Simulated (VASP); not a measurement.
# Sn (I4/mmm) in VASP: a series of runs

The runs below take Sn through single point, with PBE.

All numbers are computed with VASP 6.6.1; they aren't measurements. Logs are shortened: lines on timing, memory, paths and dates and some standing lists are left out, and cuts for length are marked.

**1. The cell of the first run**

The structure is tetragonal, space group I4/mmm (No. 139). Conventional cell: a = 3.808 Å, b = 3.808 Å, c = 3.370 Å, α = 90.00°, β = 90.00°, γ = 90.00°. Sn (site symmetry 4/mmm) has 14 Sn at 3.18 to 3.81 Å within 4.2 Å.

**2. Single point, PBE (24.44 Å³/atom)**

File INCAR:

```
ALGO = Fast
EDIFF = 1E-6
ENCUT = 520
GGA = PE
ISIF = 2
ISMEAR = 0
LASPH = T
LCHARG = T
LELF = T
LREAL = F
LVHAR = T
LWAVE = F
NBANDS = 13
NELM = 100
PREC = Accurate
SIGMA = 0.1
```

File KPOINTS:

```
k-points
0
Gamma
  20 20 20
```

File POSCAR:

```
Sn
1.0
    0.0000000000      2.6927829994      2.6927829994
    1.6849705669      0.0000000000      2.6927829994
    1.6849705669      2.6927829994      0.0000000000
Sn
1
Direct
    0.5000000000      0.5000000000      0.5000000000
```

Potentials or basis: VASP PAW PBE potentials, release 64 (Sn_d).

Run with:

```
$ cat potpaw_PBE.64/Sn_d/POTCAR > POTCAR
$ mpirun -np 1 vasp_std > vasp.out
```

OUTCAR:

```text
EDIFF = 1E-6
   ENCUT = 520
   GGA = PE
   ISIF = 2
   ISMEAR = 0
   LASPH = T
   LREAL = F
   NELM = 100
   PREC = Accurate

 ion  position               nearest neighbor table
   1  0.500  0.500  0.500-

  LATTYP: Found a body centered tetragonal cell.
 ALAT       =     3.8081702383
 C/A-ratio  =     0.8849239721

  Lattice vectors:

 A1 = (  -1.6849705669,   0.0000000000,  -2.6927829994)
 A2 = (  -1.6849705669,   0.0000000000,   2.6927829994)
 A3 = (   1.6849705669,   2.6927829994,   0.0000000000)

Analysis of symmetry for initial positions (statically):
=====================================================================
 Subroutine PRICEL returns:
 Original cell was already a primitive cell.

 Routine SETGRP: Setting up the symmetry group for a
 body centered tetragonal supercell.

 Subroutine GETGRP returns: Found 16 space group operations
 (whereof 16 operations were pure point group operations)
 out of a pool of 16 trial point group operations.

The static configuration has the point symmetry D_4h.

Analysis of symmetry for dynamics (positions and initial velocities):
=====================================================================
 Subroutine PRICEL returns:
 Original cell was already a primitive cell.

 Routine SETGRP: Setting up the symmetry group for a
 body centered tetragonal supercell.

 Subroutine GETGRP returns: Found 16 space group operations
 (whereof 16 operations were pure point group operations)
 out of a pool of 16 trial point group operations.

The dynamic configuration has the point symmetry D_4h.

 Subroutine INISYM returns: Found 16 space group operations
 (whereof 16 operations are pure point group operations),
 and found     1 'primitive' translations

----------------------------------------------------------------------------------------

                                     Primitive cell

  volume of cell :      24.4357

  direct lattice vectors                    reciprocal lattice vectors
     0.000000000  2.692782999  2.692782999    -0.296741088  0.185681505  0.185681505
     1.684970567  0.000000000  2.692782999     0.296741088 -0.185681505  0.185681505
     1.684970567  2.692782999  0.000000000     0.296741088  0.185681505 -0.185681505

  length of vectors
     3.808170238  3.176508475  3.176508475     0.396245525  0.396245525  0.396245525

  position of ions in fractional coordinates (direct lattice)
     0.500000000  0.500000000  0.500000000

  ion indices of the primitive-cell ions
   primitive index   ion index
                 1           1

----------------------------------------------------------------------------------------

 KPOINTS: k-points

Automatic generation of k-mesh.
 Grid dimensions read from file:
 generate k-points for:   20   20   20

 Generating k-lattice:

  Cartesian coordinates                     Fractional coordinates (reciprocal lattice)
    -0.014837054  0.009284075  0.009284075     0.050000000 -0.000000000 -0.000000000
     0.014837054 -0.009284075  0.009284075     0.000000000  0.050000000  0.000000000
     0.014837054  0.009284075 -0.009284075     0.000000000  0.000000000  0.050000000

  Length of vectors
     0.019812276  0.019812276  0.019812276

  Shift w.r.t. Gamma in fractional coordinates (k-lattice)
     0.000000000  0.000000000  0.000000000

 Subroutine IBZKPT returns following result:
 ===========================================

 Found    641 irreducible k-points:

 Following reciprocal coordinates:
            Coordinates               Weight
  0.000000  0.000000  0.000000      1.000000
  0.050000 -0.000000 -0.000000      8.000000
  0.100000 -0.000000 -0.000000      8.000000
  0.150000 -0.000000 -0.000000      8.000000
  0.200000 -0.000000 -0.000000      8.000000
  0.250000  0.000000  0.000000      8.000000
[... 16 lines left out ...]
 -0.400000  0.050000  0.000000     16.000000
 -0.350000  0.050000  0.000000     16.000000
 [... further k-points ...]
   k-points           NKPTS =    641   k-points in BZ     NKDIM =    641   number of bands    NBANDS=     13
   number of dos      NEDOS =    301   number of ions     NIONS =      1
   total plane-waves  NPLWV =  16128
   dimension x,y,z NGX =    28 NGY =   24 NGZ =   24
   dimension x,y,z NGXF=    56 NGYF=   48 NGZF=   48
   ions per type =               1
   NGX,Y,Z   is equivalent  to a cutoff of  12.22, 12.56, 12.56 a.u.
   NGXF,Y,Z  is equivalent  to a cutoff of  24.45, 25.12, 25.12 a.u.
 SYSTEM =  unknown system
   PREC   = accura    normal or accurate (medium, high low for compatibility)
   ISTART =      0    job   : 0-new  1-cont  2-samecut
   ICHARG =      2    charge: 1-file 2-atom 10-const
   ISPIN  =      1    spin polarized calculation?
   LNONCOLLINEAR =      F non collinear calculations
   LSORBIT =      F    spin-orbit coupling
   LASPH  =      T    aspherical Exc in radial PAW
   ENCUT  =  520.0 eV  38.22 Ry    6.18 a.u.   7.08  5.91  5.91*2*pi/ulx,y,z
   NELM   =    100;   NELMIN=  2; NELMDL= -5     # of ELM steps
   EDIFF  = 0.1E-05   stopping-criterion for ELM
   LREAL  =      F    real-space projection
   EDIFFG = 0.1E-04   stopping-criterion for IOM
   NSW    =      0    number of steps for IOM
   IBRION =     -1    ionic relax: 0-MD 1-quasi-New 2-CG
   NFREE  =      0    steps in history (QN), initial steepest desc. (CG)
   ISIF   =      2    stress and relaxation
   ISYM   =      2    0-nonsym 1-usesym 2-fastsym
   POTIM  = 0.5000    time-step for ionic-motion
   TEBEG  =    0.0;   TEEND  =   0.0 temperature during run
   PSTRESS=    0.0 pullay stress
   NELECT =      14.0000    total number of electrons
   NUPDOWN=      -1.0000    fix difference up-down
   EMIN   =  10.00;   EMAX   =-10.00  energy-range for DOS
   EFERMI =   0.00;   METHOD = LEGACY
   ISMEAR =     0;   SIGMA  =   0.10  broadening in eV -4-tet -1-fermi 0-gaus
   EFERMI_NEDOS =   21; number of points for ismear=-14 and -15
   IALGO  =     68    algorithm
   IMIX   =      4    mixing-type and parameters
     AMIX     =   0.40;   BMIX     =  1.00
     AMIX_MAG =   1.60;   BMIX_MAG =  1.00
  volume/ion in A,a.u.               =      24.44       164.90
  Fermi-wavevector in a.u.,A,eV,Ry     =   1.359698  2.569457 25.154165  1.848779
  Thomas-Fermi vector in A             =   2.486424
   LORBIT       =      0    0 simple, 1 ext, 2 COOP (PROOUT), +10 PAW based schemes
   GGA     = PE    functional components
   LHFCALC =     F    Hartree Fock is set to
   AEXX    =    0.0000 exact exchange contribution
   IVDW    =     0    specifies the selected vdW correction
   LEPSILON=     F    determine dielectric tensor
   LRPA    =     F    only Hartree local field effects (RPA)
 non-spin polarized calculation
 RMM-DIIS sequential band-by-band and
 Gauss-broadening in eV      SIGMA  =   0.10
  energy-cutoff  :      520.00
  volume of cell :       24.44
 maximum number of plane-waves:       674
   NGX = 15   NGY = 11   NGZ = 11

 number of electron      14.0000000 magnetization

 Free energy of the ion-electron system (eV)
  ---------------------------------------------------
  ext. energy  EPLUGINS =         0.00000000
  ---------------------------------------------------
  free energy    TOTEN  =        -3.71394321 eV

  energy without entropy =       -3.71208487  energy(sigma->0) =       -3.71301404

 E-fermi :   9.4601     XC(G=0): -10.8735

 val. band max:        9.4518436040   @ k =   0.3000  -0.3500   0.1500
 cond. band min:       9.4610836110   @ k =   0.5000   0.2500   0.0000
 fundamental gap:      0.0092400069
 Fermi energy:         9.4601086312

 k-point     1 :       0.0000    0.0000    0.0000
  band No.  band energies     occupation
      1     -12.2244      2.00000
      2     -12.1640      2.00000
      3     -12.1640      2.00000
      4     -12.0643      2.00000
      5     -11.9751      2.00000
      6      -2.4657      2.00000
      7      17.7251      0.00000
      8      17.7251      0.00000
      9      19.3171      0.00000
     10      21.3081      0.00000
     11      21.8186      0.00000
     12      21.8186      0.00000
     13      22.6425      0.00000

 k-point     2 :       0.0500   -0.0000   -0.0000
  band No.  band energies     occupation
      1     -12.2211      2.00000
      2     -12.1628      2.00000
      3     -12.1620      2.00000
      4     -12.0627      2.00000
      5     -11.9770      2.00000
      6      -2.4031      2.00000
      7      17.4529      0.00000
      8      17.5040      0.00000
      9      18.8770      0.00000
     10      21.2495      0.00000
     11      21.2506      0.00000
     12      21.8193      0.00000
     13      22.6875      0.00000

 k-point     3 :       0.1000   -0.0000   -0.0000
  band No.  band energies     occupation
      1     -12.2155      2.00000
      2     -12.1597      2.00000
      3     -12.1521      2.00000
      4     -12.0578      2.00000
      5     -11.9823      2.00000
      6      -2.2150      2.00000
      7      16.7652      0.00000
      8      16.8263      0.00000
      9      17.8291      0.00000
     10      20.4989      0.00000
     11      20.5758      0.00000
     12      22.3906      0.00000
     13      22.5802      0.00000

 k-point     4 :       0.1500   -0.0000   -0.0000
  band No.  band energies     occupation
      1     -12.2159      2.00000
      2     -12.1566      2.00000
      3     -12.1275      2.00000
      4     -12.0493      2.00000
      5     -11.9900      2.00000
      6      -1.9007      2.00000
      7      15.3021      0.00000
      8      16.0874      0.00000
      9      16.9919      0.00000
     10      19.8284      0.00000
     11      19.8528      0.00000
     12      22.3768      0.00000
     13      23.6427      0.00000

 k-point     5 :       0.2000   -0.0000   -0.0000
  band No.  band energies     occupation
      1     -12.2230      2.00000
      2     -12.1557      2.00000
      3     -12.0895      2.00000
      4     -12.0373      2.00000
      5     -11.9987      2.00000
      6      -1.4592      2.00000
      7      13.5284      0.00000
      8      15.3526      0.00000
      9      16.3659      0.00000
     10      19.2064      0.00000
     11      19.2121      0.00000
     12      22.5568      0.00000
     13      24.8574      0.00000
[... 257 lines left out ...]
 k-point    22 :      -0.4500    0.0500    0.0000
  band No.  band energies     occupation
      1     -12.2683      2.00000
      2     -12.1865      2.00000
      3     -12.0225      2.00000
      4     -11.9685      2.00000
      5     -11.8947      2.00000
      6       3.1420      2.00000
      7       4.8562      2.00000
      8      12.6872      0.00000
      9      14.2182      0.00000
     10      17.5774      0.00000
     11      18.0978      0.00000
     12      24.0036      0.00000
     13      28.4636      0.00000

 k-point    23 :      -0.4000    0.0500    0.0000
  band No.  band energies     occupation
      1     -12.2650      2.00000
      2     -12.1828      2.00000
      3     -12.0224      2.00000
      4     -11.9718      2.00000
      5     -11.9096      2.00000
      6       2.1726      2.00000
      7       6.0486      2.00000
      8      12.8784      0.00000
      9      14.3293      0.00000
     10      17.7039      0.00000
     11      18.0786      0.00000
     12      23.5072      0.00000
     13      28.9439      0.00000

 k-point    24 :      -0.3500    0.0500    0.0000
  band No.  band energies     occupation
      1     -12.2582      2.00000
      2     -12.1762      2.00000
      3     -12.0212      2.00000
      4     -11.9807      2.00000
      5     -11.9373      2.00000
      6       1.1836      2.00000
      7       7.4977      2.00000
      8      13.2059      0.00000
      9      14.5586      0.00000
     10      17.9236      0.00000
     11      18.1506      0.00000
     12      23.0212      0.00000
     13      28.8810      0.00000

 [... further k-points ...]

------------------------ aborting loop because EDIFF is reached ----------------------------------------

  FORCE on cell =-STRESS in cart. coord.  units (eV):
  Direction    XX          YY          ZZ          XY          YZ          ZX
  --------------------------------------------------------------------------------------
  -------------------------------------------------------------------------------------
  Total        1.2362665      1.2276044      1.2276044      0.0000000      0.0000000      0.0000000
  in kB       81.0583317     80.4903827     80.4903827      0.0000000      0.0000000      0.0000000
  external PRESSURE =      80.6796990 kB  Pullay stress =       0.0000000 kB

 VOLUME and BASIS-vectors are now :
 -----------------------------------------------------------------------------
  energy-cutoff  :      520.00
  volume of cell :       24.44
      direct lattice vectors                 reciprocal lattice vectors
     0.000000000  2.692782999  2.692782999    -0.296741088  0.185681505  0.185681505
     1.684970567  0.000000000  2.692782999     0.296741088 -0.185681505  0.185681505
     1.684970567  2.692782999  0.000000000     0.296741088  0.185681505 -0.185681505

 POSITION                                       TOTAL-FORCE (eV/Angst)
 -----------------------------------------------------------------------------------
      1.68497      2.69278      2.69278         0.000000      0.000000     -0.000000
 -----------------------------------------------------------------------------------
    total drift:                                0.000000      0.000000      0.000000

  FREE ENERGIE OF THE ION-ELECTRON SYSTEM (eV)
  ---------------------------------------------------
  free  energy   TOTEN  =        -3.7139432145 eV

  energy  without entropy=       -3.7120848652  energy(sigma->0) =       -3.71301404
```

Wall time 1.7 min (1 thread of Intel Xeon Platinum 8488C (Sapphire Rapids), shared host); peak memory 0.29 GiB.

What came out:

```
Free energy            : -3.7139 eV
Pressure               : 8.1 GPa
Band gap on the k mesh : zero (bands 7 and 8 overlap by 10.81 eV)
```

Levels at points of the mesh, in eV from the Fermi level:
| k point | band 5 | band 6 | band 7 | band 8 | band 9 | band 10 |
| --- | --- | --- | --- | --- | --- | --- |
| (0.00, 0.00, 0.00) | -21.44 | -11.93 | 8.26 | 8.26 | 9.86 | 11.85 |
| (0.50, 0.00, 0.00) | -21.35 | -6.16 | -4.87 | 3.51 | 5.05 | 7.98 |
| (0.50, 0.50, 0.00) | -21.36 | -7.16 | -5.24 | 5.32 | 7.43 | 10.10 |
| (0.00, 0.50, 0.50) | -21.35 | -2.31 | -1.41 | -1.41 | 1.26 | 3.21 |

Caveat: the cell stands under pressure; spin-orbit coupling is left out, which moves the levels of the heavy elements.

[end of part 1 of 3]

The gap in the log of VASP goes by the Fermi energy; the results here count the filled bands.